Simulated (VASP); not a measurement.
# AlAu2 (I4/mmm) in VASP: a series of runs

AlAu2 is run at these levels: LDA; tasks: single point.

Everything below comes from runs of VASP 6.6.1. Logs are shortened: lines on timing, memory, paths and dates and some standing lists are left out, and cuts for length are marked.

### Step 1. The cell of the first run

Symmetry: I4/mmm, No. 139, tetragonal system. The conventional cell has a = 3.305 Å, b = 3.305 Å, c = 8.657 Å, α = 90.00°, β = 90.00°, γ = 90.00°. Al (site symmetry 4/mmm) has 10 Au at 2.76 to 2.87 Å and 4 Al at 3.30 Å within 3.6 Å. Within 3.6 Å of Au (site symmetry 4mm) lie 9 Au at 2.73 to 3.30 Å and 5 Al at 2.76 to 2.87 Å.

### Step 2. Single point, LDA (c/a of the conventional cell at fixed volume 2.6198)

The input, INCAR:

```
PREC     = Accurate       # precision mode
ENCUT    = 520            # plane-wave cutoff, eV
EDIFF    = 1E-6           # SCF threshold, eV
ISMEAR   = 0              # smearing method
SIGMA    = 0.15           # smearing width, eV
LREAL    = F              # projectors in reciprocal space
LASPH    = T              # aspherical terms in the spheres
NELM     = 60             # most SCF steps
ALGO     = Fast           # electronic algorithm
ISIF     = 2              # what is computed and relaxed
LWAVE    = F              # write WAVECAR
LCHARG   = F              # write CHGCAR
GGA      = CA             # functional
NBANDS   = 20             # bands
```

The input, KPOINTS:

```
Automatic mesh
0
Gamma
  16 16 16
```

The input, POSCAR:

```
AlAu2
1.0
   -1.6523234788      1.6523234788      4.3287266251
    1.6523234788     -1.6523234788      4.3287266251
    1.6523234788      1.6523234788     -4.3287266251
Al Au
1 2
Direct
    0.0000000000      0.0000000000      0.0000000000
    0.6685935503      0.6685935503      0.0000000000
    0.3314064497      0.3314064497      0.0000000000
```

Potentials or basis: VASP PAW LDA potentials, release 64 (Al, Au).

On the command line:

```sh
cat potpaw_LDA.64/Al/POTCAR potpaw_LDA.64/Au/POTCAR > POTCAR
mpirun -np 1 vasp_std > vasp.out
```

OUTCAR:

```text
PREC = Accurate
   ENCUT = 520
   EDIFF = 1E-6
   ISMEAR = 0
   LREAL = F
   LASPH = T
   NELM = 60
   ISIF = 2
   GGA = CA

 ion  position               nearest neighbor table
   1  0.000  0.000  0.000-   2 2.76   2 2.76   2 2.76   3 2.76   2 2.76   3 2.76   3 2.76   3 2.76
                             2 2.87   3 2.87
   2  0.669  0.669  0.000-   3 2.73   3 2.73   3 2.73   3 2.73   1 2.76   1 2.76   1 2.76   1 2.76
                             1 2.87   3 2.92
   3  0.331  0.331  0.000-   2 2.73   2 2.73   2 2.73   2 2.73   1 2.76   1 2.76   1 2.76   1 2.76
                             1 2.87   2 2.92

  LATTYP: Found a body centered tetragonal cell.
 ALAT       =     3.3046469576
 C/A-ratio  =     2.6197815867

  Lattice vectors:

 A1 = (  -1.6523234788,   1.6523234788,   4.3287266251)
 A2 = (   1.6523234788,  -1.6523234788,   4.3287266251)
 A3 = (   1.6523234788,   1.6523234788,  -4.3287266251)

Analysis of symmetry for initial positions (statically):
=====================================================================
 Subroutine PRICEL returns:
 Original cell was already a primitive cell.

 Routine SETGRP: Setting up the symmetry group for a
 body centered tetragonal supercell.

 Subroutine GETGRP returns: Found 16 space group operations
 (whereof 16 operations were pure point group operations)
 out of a pool of 16 trial point group operations.

The static configuration has the point symmetry D_4h.

Analysis of symmetry for dynamics (positions and initial velocities):
=====================================================================
 Subroutine PRICEL returns:
 Original cell was already a primitive cell.

 Routine SETGRP: Setting up the symmetry group for a
 body centered tetragonal supercell.

 Subroutine GETGRP returns: Found 16 space group operations
 (whereof 16 operations were pure point group operations)
 out of a pool of 16 trial point group operations.

The dynamic configuration has the point symmetry D_4h.

 Subroutine INISYM returns: Found 16 space group operations
 (whereof 16 operations are pure point group operations),
 and found     1 'primitive' translations

----------------------------------------------------------------------------------------

                                     Primitive cell

  volume of cell :      47.2727

  direct lattice vectors                    reciprocal lattice vectors
    -1.652323479  1.652323479  4.328726625     0.000000000  0.302604185  0.115507410
     1.652323479 -1.652323479  4.328726625     0.302604185  0.000000000  0.115507410
[... 89 lines left out ...]
   EDIFFG = 0.1E-04   stopping-criterion for IOM
   NSW    =      0    number of steps for IOM
   IBRION =     -1    ionic relax: 0-MD 1-quasi-New 2-CG
   NFREE  =      0    steps in history (QN), initial steepest desc. (CG)
   ISIF   =      2    stress and relaxation
   ISYM   =      2    0-nonsym 1-usesym 2-fastsym
   POTIM  = 0.5000    time-step for ionic-motion
   TEBEG  =    0.0;   TEEND  =   0.0 temperature during run
   PSTRESS=    0.0 pullay stress
   NELECT =      25.0000    total number of electrons
   NUPDOWN=      -1.0000    fix difference up-down
   EMIN   =  10.00;   EMAX   =-10.00  energy-range for DOS
   EFERMI =   0.00;   METHOD = LEGACY
   ISMEAR =     0;   SIGMA  =   0.15  broadening in eV -4-tet -1-fermi 0-gaus
   EFERMI_NEDOS =   21; number of points for ismear=-14 and -15
   IALGO  =     68    algorithm
   IMIX   =      4    mixing-type and parameters
     AMIX     =   0.40;   BMIX     =  1.00
     AMIX_MAG =   1.60;   BMIX_MAG =  1.00
  volume/ion in A,a.u.               =      15.76       106.34
  Fermi-wavevector in a.u.,A,eV,Ry     =   1.323888  2.501786 23.846668  1.752681
  Thomas-Fermi vector in A             =   2.453463
   LORBIT       =      0    0 simple, 1 ext, 2 COOP (PROOUT), +10 PAW based schemes
   GGA     = CA    functional components
   LHFCALC =     F    Hartree Fock is set to
   AEXX    =    0.0000 exact exchange contribution
   IVDW    =     0    specifies the selected vdW correction
   LEPSILON=     F    determine dielectric tensor
   LRPA    =     F    only Hartree local field effects (RPA)
 non-spin polarized calculation
 RMM-DIIS sequential band-by-band and
 Gauss-broadening in eV      SIGMA  =   0.15
  energy-cutoff  :      520.00
  volume of cell :       47.27
 maximum number of plane-waves:      1292
 NGX is ok and might be reduce to    40
   NGX = 19   NGY = 19   NGZ = 19

 number of electron      25.0000001 magnetization

 Free energy of the ion-electron system (eV)
  ---------------------------------------------------
  ext. energy  EPLUGINS =         0.00000000
  ---------------------------------------------------
  free energy    TOTEN  =       -14.02043285 eV

  energy without entropy =      -14.01194167  energy(sigma->0) =      -14.01618726

 E-fermi :  10.1805     XC(G=0): -12.4715

 val. band max:       10.1796536752   @ k =  -0.4375   0.2500   0.0000
 cond. band min:      10.1910322409   @ k =  -0.4375   0.5000   0.2500
 fundamental gap:      0.0113785658
 Fermi energy:        10.1805093300

 k-point     1 :       0.0000    0.0000    0.0000
  band No.  band energies     occupation
      1      -1.1117      2.00000
      2       3.1045      2.00000
      3       3.1829      2.00000
      4       4.5505      2.00000
      5       4.6333      2.00000
      6       5.0516      2.00000
[... 541 lines left out ...]
     19      18.2897      0.00000
     20      20.5895      0.00000

 [... further k-points ...]

------------------------ aborting loop because EDIFF is reached ----------------------------------------

  FORCE on cell =-STRESS in cart. coord.  units (eV):
  Direction    XX          YY          ZZ          XY          YZ          ZX
  --------------------------------------------------------------------------------------
  -------------------------------------------------------------------------------------
  Total        1.3551220      1.3551220     -0.9593188      0.0000000      0.0000000      0.0000000
  in kB       45.9281216     45.9281216    -32.5134644      0.0000000      0.0000000      0.0000000
  external PRESSURE =      19.7809262 kB  Pullay stress =       0.0000000 kB

 VOLUME and BASIS-vectors are now :
 -----------------------------------------------------------------------------
  energy-cutoff  :      520.00
  volume of cell :       47.27
      direct lattice vectors                 reciprocal lattice vectors
    -1.652323479  1.652323479  4.328726625     0.000000000  0.302604185  0.115507410
     1.652323479 -1.652323479  4.328726625     0.302604185  0.000000000  0.115507410
     1.652323479  1.652323479 -4.328726625     0.302604185  0.302604185  0.000000000

 POSITION                                       TOTAL-FORCE (eV/Angst)
 -----------------------------------------------------------------------------------
      0.00000      0.00000      0.00000        -0.000000     -0.000000      0.000000
      0.00000      0.00000      5.78832        -0.000000     -0.000000     -1.499657
      0.00000      0.00000      2.86914         0.000000      0.000000      1.499657
 -----------------------------------------------------------------------------------
    total drift:                                0.000000      0.000000     -0.000000

  FREE ENERGIE OF THE ION-ELECTRON SYSTEM (eV)
  ---------------------------------------------------
  free  energy   TOTEN  =       -14.0204328547 eV

  energy  without entropy=      -14.0119416734  energy(sigma->0) =      -14.01618726
```

OSZICAR:

```text
N       E                     dE             d eps       ncg     rms          rms(c)
DAV:   1     0.126104246568E+03    0.12610E+03   -0.11828E+04 14080   0.112E+03
DAV:   2    -0.121612973348E+02   -0.13827E+03   -0.13211E+03 15384   0.249E+02
DAV:   3    -0.153704312860E+02   -0.32091E+01   -0.31896E+01 16340   0.368E+01
DAV:   4    -0.153872737751E+02   -0.16842E-01   -0.16841E-01 15172   0.304E+00
DAV:   5    -0.153874244534E+02   -0.15068E-03   -0.15068E-03 15988   0.302E-01    0.143E+01
RMM:   6    -0.141109431516E+02    0.12765E+01   -0.30279E+00 13983   0.113E+01    0.881E+00
RMM:   7    -0.140451770503E+02    0.65766E-01   -0.10154E-01 14521   0.215E+00    0.457E+00
RMM:   8    -0.140206877262E+02    0.24489E-01   -0.16318E-02 14363   0.817E-01    0.244E-01
RMM:   9    -0.140204517229E+02    0.23600E-03   -0.27402E-03 15042   0.316E-01    0.108E-01
RMM:  10    -0.140204414723E+02    0.10251E-04   -0.40040E-04 15368   0.135E-01    0.698E-02
RMM:  11    -0.140204359272E+02    0.55451E-05   -0.65082E-05 15390   0.554E-02    0.286E-02
RMM:  12    -0.140204326235E+02    0.33037E-05   -0.21626E-05 14893   0.261E-02    0.111E-02
RMM:  13    -0.140204328547E+02   -0.23121E-06   -0.34246E-06 12175   0.123E-02
   1 F= -.14020433E+02 E0= -.14016187E+02  d E =-.849118E-02
```

It took 5.2 min on 1 thread of Intel Xeon 6975P-C (Granite Rapids), shared host; peak memory 0.42 GiB.

Results:

- Free energy: -14.0204 eV
- Pressure: 2.0 GPa
- Largest force: 1.500 eV/Å

Forces in eV/Å, atoms in the order of the input:
```
Al   0.000  0.000  0.000
Au   0.000  0.000 -1.500
Au   0.000  0.000  1.500
```

Levels at points of the mesh, in eV from the Fermi level:
| k point | band 9 | band 10 | band 11 | band 12 | band 13 | band 14 | band 15 | band 16 |
| --- | --- | --- | --- | --- | --- | --- | --- | --- |
| (0.00, 0.00, 0.00) | -4.84 | -4.78 | -3.18 | -0.63 | 0.71 | 6.28 | 6.28 | 6.52 |
| (0.50, 0.00, 0.00) | -3.64 | -3.39 | -3.15 | -2.92 | -2.30 | 1.80 | 7.33 | 7.39 |
| (0.50, 0.50, 0.00) | -3.66 | -3.62 | -3.10 | -1.20 | 0.47 | 0.93 | 2.45 | 2.54 |
| (0.50, 0.50, 0.50) | -3.79 | -3.79 | -3.34 | -3.00 | 2.76 | 2.76 | 6.73 | 7.07 |

Caveat: spin-orbit coupling is left out, which moves the levels of the heavy elements; forces of over 1 eV/Å act on the atoms, so gaps and moduli don't describe the material at rest.

### Step 3. Single point, LDA (c/a of the conventional cell at fixed volume 2.4801)

The input, INCAR:

```
SYSTEM = AlAu2
PREC = Accurate
ENCUT = 520
EDIFF = 1E-6
ISMEAR = 0
SIGMA = 0.15
LREAL = .FALSE.
LASPH = .TRUE.
NELM = 60
ALGO = Fast
ISIF = 2
LWAVE = .FALSE.
LCHARG = .TRUE.
GGA = CA
LELF = .TRUE.
LVHAR = .TRUE.
NBANDS = 20
```

The input, KPOINTS:

```
Automatic mesh
0
G
  16 16 16
  0 0 0
```

The input, POSCAR:

```
AlAu2
1.0
   -1.6827788245      1.6827788245      4.1734597627
    1.6827788245     -1.6827788245      4.1734597627
    1.6827788245      1.6827788245     -4.1734597627
Al Au
1 2
Direct
    0.0000000000      0.0000000000      0.0000000000
    0.6570428093      0.6570428093      0.0000000000
    0.3429571907      0.3429571907      0.0000000000
```

Potentials or basis: VASP PAW LDA potentials, release 64 (Al, Au).

On the command line:

```sh
cat potpaw_LDA.64/Al/POTCAR potpaw_LDA.64/Au/POTCAR > POTCAR
mpirun -np 1 vasp_std > vasp.out
```

OUTCAR:

```text
SYSTEM = AlAu2
   PREC = Accurate
   ENCUT = 520
   EDIFF = 1E-6
   ISMEAR = 0
   LREAL = .FALSE.
   LASPH = .TRUE.
   NELM = 60
   ISIF = 2
   GGA = CA

 ion  position               nearest neighbor table
   1  0.000  0.000  0.000-   2 2.72   2 2.72   2 2.72   3 2.72   2 2.72   3 2.72   3 2.72   3 2.72
                             2 2.86   3 2.86
   2  0.657  0.657  0.000-   3 2.62   1 2.72   1 2.72   1 2.72   1 2.72   3 2.84   3 2.84   3 2.84
                             3 2.84   1 2.86
   3  0.343  0.343  0.000-   2 2.62   1 2.72   1 2.72   1 2.72   1 2.72   2 2.84   2 2.84   2 2.84
                             2 2.84   1 2.86

  LATTYP: Found a body centered tetragonal cell.
[... 751 lines left out ...]
  --------------------------------------------------------------------------------------
  -------------------------------------------------------------------------------------
  Total       -0.1418039     -0.1418039      1.9850813      0.0000000      0.0000000      0.0000000
  in kB       -4.8060516     -4.8060516     67.2788532      0.0000000      0.0000000      0.0000000
  external PRESSURE =      19.2222500 kB  Pullay stress =       0.0000000 kB

 VOLUME and BASIS-vectors are now :
 -----------------------------------------------------------------------------
  energy-cutoff  :      520.00
  volume of cell :       47.27
      direct lattice vectors                 reciprocal lattice vectors
    -1.682778824  1.682778824  4.173459763     0.000000000  0.297127580  0.119804677
     1.682778824 -1.682778824  4.173459763     0.297127580  0.000000000  0.119804677
     1.682778824  1.682778824 -4.173459763     0.297127580  0.297127580  0.000000000

 POSITION                                       TOTAL-FORCE (eV/Angst)
 -----------------------------------------------------------------------------------
      0.00000      0.00000      0.00000        -0.000000     -0.000000      0.000000
      0.00000      0.00000      5.48428         0.000000      0.000000      0.668421
      0.00000      0.00000      2.86264         0.000000      0.000000     -0.668421
 -----------------------------------------------------------------------------------
    total drift:                                0.000000      0.000000     -0.000000

  FREE ENERGIE OF THE ION-ELECTRON SYSTEM (eV)
  ---------------------------------------------------
  free  energy   TOTEN  =       -14.1419708986 eV

  energy  without entropy=      -14.1344505980  energy(sigma->0) =      -14.13821075
```

OSZICAR:

```text
N       E                     dE             d eps       ncg     rms          rms(c)
DAV:   1     0.127458441348E+03    0.12746E+03   -0.11901E+04 14120   0.113E+03
DAV:   2    -0.123330149108E+02   -0.13979E+03   -0.13345E+03 15296   0.250E+02
DAV:   3    -0.155564089950E+02   -0.32234E+01   -0.32052E+01 16340   0.370E+01
DAV:   4    -0.155736036298E+02   -0.17195E-01   -0.17193E-01 15200   0.308E+00
DAV:   5    -0.155737641001E+02   -0.16047E-03   -0.16047E-03 15928   0.311E-01    0.140E+01
RMM:   6    -0.142298454757E+02    0.13439E+01   -0.32027E+00 13974   0.117E+01    0.831E+00
RMM:   7    -0.141672903158E+02    0.62555E-01   -0.12055E-01 14561   0.230E+00    0.438E+00
RMM:   8    -0.141421534142E+02    0.25137E-01   -0.17540E-02 14355   0.851E-01    0.228E-01
RMM:   9    -0.141420040645E+02    0.14935E-03   -0.27810E-03 15106   0.332E-01    0.134E-01
RMM:  10    -0.141419708275E+02    0.33237E-04   -0.42125E-04 15313   0.141E-01    0.553E-02
RMM:  11    -0.141419709024E+02   -0.74953E-07   -0.65321E-05 15359   0.564E-02    0.233E-02
RMM:  12    -0.141419710749E+02   -0.17248E-06   -0.13151E-05 15251   0.223E-02    0.871E-03
RMM:  13    -0.141419708986E+02    0.17634E-06   -0.38403E-06 12254   0.116E-02
   1 F= -.14141971E+02 E0= -.14138211E+02  d E =-.752030E-02
```

stdout:

```text
POSCAR found type information on POSCAR AlAu
 POSCAR found :  2 types and       3 ions
 scaLAPACK will be used
 LDA part: xc-table for (Slater(with rela. corr.)+CA(PZ))
 , standard interpolation
 POSCAR, INCAR and KPOINTS ok, starting setup
 FFT: planning ... GRIDC
 FFT: planning ... GRID_SOFT
 FFT: planning ... GRID
 WAVECAR not read
 entering main loop
```

It took 3.7 min on 1 thread of Intel Xeon 6975P-C (Granite Rapids), shared host; peak memory 0.41 GiB.

What came out:

```yaml
Free_energy: -14.1420 eV
Pressure: 1.9 GPa
Largest_force: 0.668 eV/Å
```

Forces in eV/Å, atoms in the order of the input:
```
Al   0.000  0.000  0.000
Au   0.000  0.000  0.668
Au   0.000  0.000 -0.668
```

Caveat: spin-orbit coupling is left out, which moves the levels of the heavy elements.

(Part 1 of 3 ends here.)
